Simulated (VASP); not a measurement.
Crystal: NaLa3.

```xyz
4
Lattice="5.2563 0.0000 0.0000 0.0000 5.2563 0.0000 0.0000 0.0000 5.2563" Properties=species:S:1:pos:R:3 pbc="T T T"
Na    0.0000    0.0000    0.0000
La    2.6282    0.0000    2.6282
La    0.0000    2.6282    2.6282
La    2.6282    2.6282    0.0000
```

Base run:

| Quantity | Value |
| --- | --- |
| Program | VASP 6.6.1 |
| Functional | PBEsol |
| Potentials or basis | VASP PAW PBE potentials, release 64 (Na_pv, La) |
| Cutoff | 500 eV |
| k mesh | 5 × 5 × 5 |
| Occupations | methfessel-paxton, width 0.1 eV |
| Spin | no spin polarisation |

Its results: band gap on the k mesh zero (bands 20 and 21 overlap by 1.38 eV); pressure -1.4 GPa.

Task: The run is repeated on the same cell with these changes: functional from PBEsol to PBE. What comes out?

Result: Band gap on the k mesh zero (bands 20 and 21 overlap by 1.37 eV); pressure 0.2 GPa.

PBE binds less tightly than PBEsol, so the same cell stands under more pressure.

Caveats: spin-orbit coupling is left out, which moves the levels of the heavy elements; the PAW data sets were made with another functional, which shifts forces and pressure a little (at least some runs).
